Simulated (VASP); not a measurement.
Lu:

```xyz
4
Lattice="4.9000 0.0000 0.0000 0.0000 4.9000 0.0000 0.0000 0.0000 4.9000" Properties=species:S:1:pos:R:3 pbc="T T T"
Lu    0.0000    0.0000    0.0000
Lu    0.0000    2.4500    2.4500
Lu    2.4500    0.0000    2.4500
Lu    2.4500    2.4500    0.0000
```

| Property | Result |
| --- | --- |
| Program | VASP 6.6.1 |
| Task | relaxation of volume and atoms at fixed shape |
| Functional | LDA |
| Potentials or basis | VASP PAW PBE potentials, release 64 (Lu) |
| Cutoff | 600 eV |
| k mesh | 5 × 5 × 5 |
| Occupations | fermi-dirac, width 0.05 eV |
| Spin | no spin polarisation |

At the start: pressure -5.6 GPa; volume 29.41 Å³/atom.

Problem. How do energy, volume and symmetry change on relaxing?

Solution. Over 4 steps the energy falls by 73.8 meV/atom and the volume is 25.65 Å³/atom (-12.8 %); space group Fm-3m (No. 225, to 0.05 Å).

The path:
```csv
step,energy change (eV),largest force (eV/Å),pressure (GPa),volume (Å³)
1,0.0000,0.0000,-5.57,117.65
2,-0.2926,0.0000,0.55,101.08
3,-0.2953,0.0000,0.19,102.18
4,-0.2953,0.0000,-0.05,102.61
```

Final structure:
```
Lu
1.0
     4.68161    0.00000    0.00000
     0.00000    4.68161    0.00000
     0.00000    0.00000    4.68161
Lu
4
Direct
  0.00000 0.00000 0.00000
  0.00000 0.50000 0.50000
  0.50000 0.00000 0.50000
  0.50000 0.50000 0.00000
```

Caveat: the PAW data sets were made with another functional, which shifts forces and pressure a little.
